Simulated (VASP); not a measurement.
# Rh (Fm-3m) in VASP: single point with r2SCAN

Aim: the single point of Rh with r2SCAN.

Everything below comes from runs of VASP 6.6.1. Logs are shortened: lines on timing, memory, paths and dates and some standing lists are left out, and cuts for length are marked.

**1. The cell of the first run**

Symmetry: Fm-3m, No. 225, cubic system. The conventional cell has a = 3.796 Å, b = 3.796 Å, c = 3.796 Å, α = 90.00°, β = 90.00°, γ = 90.00°. Within 3.5 Å of Rh (site symmetry m-3m) lie 12 Rh at 2.68 Å.

**2. Single point, r2SCAN**

File POSCAR:

```
Rh
1.0
    0.0000000000      1.8978500000      1.8978500000
    1.8978500000      0.0000000000      1.8978500000
    1.8978500000      1.8978500000      0.0000000000
Rh
1
Direct
    0.0000000000      0.0000000000      0.0000000000
```

File INCAR.step1:

```
PREC = Accurate
ENCUT = 550
ISMEAR = 0
SIGMA = 0.1
LREAL = False
LASPH = True
NELM = 120
NBANDS = 14
GGA = PE
ALGO = Normal
EDIFF = 1E-5
LWAVE = True
LCHARG = False
GGA_COMPAT = False
```

File INCAR.step2:

```
PREC = Accurate
ENCUT = 550
EDIFF = 1E-6
ISMEAR = 0
SIGMA = 0.1
LREAL = False
LASPH = True
NELM = 120
ALGO = Normal
ISIF = 2
LWAVE = False
LCHARG = False
METAGGA = R2SCAN
LMIXTAU = True
NBANDS = 14
ISTART = 1
GGA_COMPAT = False
```

File KPOINTS:

```
Automatic mesh
0
Gamma
  18 18 18
```

Potentials or basis: VASP PAW PBE potentials, release 64 (Rh_pv).

On the command line:

```console
> cat potpaw_PBE.64/Rh_pv/POTCAR > POTCAR
> cp INCAR.step1 INCAR
> mpirun -np 1 vasp_std > vasp.out
> cp INCAR.step2 INCAR
> mpirun -np 1 vasp_std > vasp.out
```

OUTCAR:

```text
PREC = Accurate
   ENCUT = 550
   EDIFF = 1E-6
   ISMEAR = 0
   LREAL = False
   LASPH = True
   NELM = 120
   ISIF = 2
   METAGGA = R2SCAN
   ISTART = 1

 ion  position               nearest neighbor table
   1  0.000  0.000  0.000-

  LATTYP: Found a face centered cubic cell.
 ALAT       =     3.7957000000

  Lattice vectors:

 A1 = (   0.0000000000,   1.8978500000,   1.8978500000)
 A2 = (   1.8978500000,   0.0000000000,   1.8978500000)
 A3 = (   1.8978500000,   1.8978500000,   0.0000000000)

Analysis of symmetry for initial positions (statically):
=====================================================================
 Subroutine PRICEL returns:
 Original cell was already a primitive cell.

 Routine SETGRP: Setting up the symmetry group for a
 face centered cubic supercell.

 Subroutine GETGRP returns: Found 48 space group operations
 (whereof 48 operations were pure point group operations)
 out of a pool of 48 trial point group operations.

The static configuration has the point symmetry O_h .

Analysis of symmetry for dynamics (positions and initial velocities):
=====================================================================
 Subroutine PRICEL returns:
 Original cell was already a primitive cell.

 Routine SETGRP: Setting up the symmetry group for a
 face centered cubic supercell.

 Subroutine GETGRP returns: Found 48 space group operations
 (whereof 48 operations were pure point group operations)
 out of a pool of 48 trial point group operations.

The dynamic configuration has the point symmetry O_h .

 Subroutine INISYM returns: Found 48 space group operations
 (whereof 48 operations are pure point group operations),
 and found     1 'primitive' translations

----------------------------------------------------------------------------------------

                                     Primitive cell

  volume of cell :      13.6715

  direct lattice vectors                    reciprocal lattice vectors
     0.000000000  1.897850000  1.897850000    -0.263456016  0.263456016  0.263456016
     1.897850000  0.000000000  1.897850000     0.263456016 -0.263456016  0.263456016
     1.897850000  1.897850000  0.000000000     0.263456016  0.263456016 -0.263456016

  length of vectors
     2.683965209  2.683965209  2.683965209     0.456319205  0.456319205  0.456319205

  position of ions in fractional coordinates (direct lattice)
     0.000000000  0.000000000  0.000000000

  ion indices of the primitive-cell ions
   primitive index   ion index
                 1           1

----------------------------------------------------------------------------------------
[... 83 lines left out ...]
   EMIN   =  10.00;   EMAX   =-10.00  energy-range for DOS
   EFERMI =   0.00;   METHOD = LEGACY
   ISMEAR =     0;   SIGMA  =   0.10  broadening in eV -4-tet -1-fermi 0-gaus
   EFERMI_NEDOS =   21; number of points for ismear=-14 and -15
   IALGO  =     38    algorithm
   IMIX   =      4    mixing-type and parameters
     AMIX     =   0.40;   BMIX     =  1.00
     AMIX_MAG =   1.60;   BMIX_MAG =  1.00
  volume/ion in A,a.u.               =      13.67        92.26
  Fermi-wavevector in a.u.,A,eV,Ry     =   1.688496  3.190795 38.790465  2.851019
  Thomas-Fermi vector in A             =   2.770792
   LORBIT       =      0    0 simple, 1 ext, 2 COOP (PROOUT), +10 PAW based schemes
   METAGGA = R2SCAN    functional components
   LHFCALC =     F    Hartree Fock is set to
   AEXX    =    0.0000 exact exchange contribution
   IVDW    =     0    specifies the selected vdW correction
   LEPSILON=     F    determine dielectric tensor
   LRPA    =     F    only Hartree local field effects (RPA)
 non-spin polarized calculation
 Gauss-broadening in eV      SIGMA  =   0.10
  energy-cutoff  :      550.00
  volume of cell :       13.67
 maximum number of plane-waves:       411
 NGX is ok and might be reduce to    24
   NGX = 11   NGY = 11   NGZ = 11

 number of electron      15.0000002 magnetization

 Free energy of the ion-electron system (eV)
  ---------------------------------------------------
  ext. energy  EPLUGINS =         0.00000000
  ---------------------------------------------------
  free energy    TOTEN  =       -24.13901160 eV

  energy without entropy =      -24.13227557  energy(sigma->0) =      -24.13564358

 E-fermi :  11.8423     XC(G=0): -15.2496

 val. band max:       11.8414504958   @ k =   0.5000   0.2222   0.1111
 cond. band min:      11.8563761779   @ k =   0.5000   0.3889   0.0000
 fundamental gap:      0.0149256820
 Fermi energy:        11.8423248006

 k-point     1 :       0.0000    0.0000    0.0000
  band No.  band energies     occupation
      1     -35.9662      2.00000
      2     -35.9662      2.00000
      3     -35.9662      2.00000
      4       3.6128      2.00000
      5       8.6339      2.00000
      6       8.6339      2.00000
      7       8.6339      2.00000
      8      10.7531      2.00000
      9      10.7531      2.00000
     10      28.5485      0.00000
     11      29.2032      0.00000
     12      34.3337      0.00000
     13      34.3337      0.00000
     14      34.3337      0.00000
[... 377 lines left out ...]
      1     -36.3539      2.00000
      2     -36.0450      2.00000
      3     -36.0101      2.00000
      4       5.5089      2.00000
      5       8.2965      2.00000
      6       9.0295      2.00000
      7       9.0822      2.00000
      8      10.5740      2.00000
      9      11.2909      2.00000
     10      28.1109      0.00000
     11      29.2044      0.00000
     12      30.3467      0.00000
     13      35.8563      0.00000
     14      37.8026      0.00000

 [... further k-points ...]

------------------------ aborting loop because EDIFF is reached ----------------------------------------

  FORCE on cell =-STRESS in cart. coord.  units (eV):
  Direction    XX          YY          ZZ          XY          YZ          ZX
  --------------------------------------------------------------------------------------
  -------------------------------------------------------------------------------------
  Total        0.1794391      0.1794391      0.1794391     -0.0000000     -0.0000000      0.0000000
  in kB       21.0286857     21.0286857     21.0286857     -0.0000000     -0.0000000      0.0000000
  external PRESSURE =      21.0286857 kB  Pullay stress =       0.0000000 kB

 VOLUME and BASIS-vectors are now :
 -----------------------------------------------------------------------------
  energy-cutoff  :      550.00
  volume of cell :       13.67
      direct lattice vectors                 reciprocal lattice vectors
     0.000000000  1.897850000  1.897850000    -0.263456016  0.263456016  0.263456016
     1.897850000  0.000000000  1.897850000     0.263456016 -0.263456016  0.263456016
     1.897850000  1.897850000  0.000000000     0.263456016  0.263456016 -0.263456016

 POSITION                                       TOTAL-FORCE (eV/Angst)
 -----------------------------------------------------------------------------------
      0.00000      0.00000      0.00000         0.000000      0.000000      0.000000
 -----------------------------------------------------------------------------------
    total drift:                                0.000000     -0.000000     -0.000000

  FREE ENERGIE OF THE ION-ELECTRON SYSTEM (eV)
  ---------------------------------------------------
  free  energy   TOTEN  =       -24.1390115995 eV

  energy  without entropy=      -24.1322755687  energy(sigma->0) =      -24.13564358
```

Wall time 3.9 min (1 thread of AMD EPYC 7R43 (Zen 3), shared host); peak memory 0.13 GiB.

What came out:

- Free energy: -24.1390 eV
- Pressure: 2.1 GPa
- Band gap on the k mesh: zero (an odd number of electrons rules out a gap without spin polarisation)

Caveat: an empty level that is flat over the whole mesh can mark a ghost state of the potentials, or a narrow d or f band; the PAW data sets were made with another functional, which shifts forces and pressure a little.
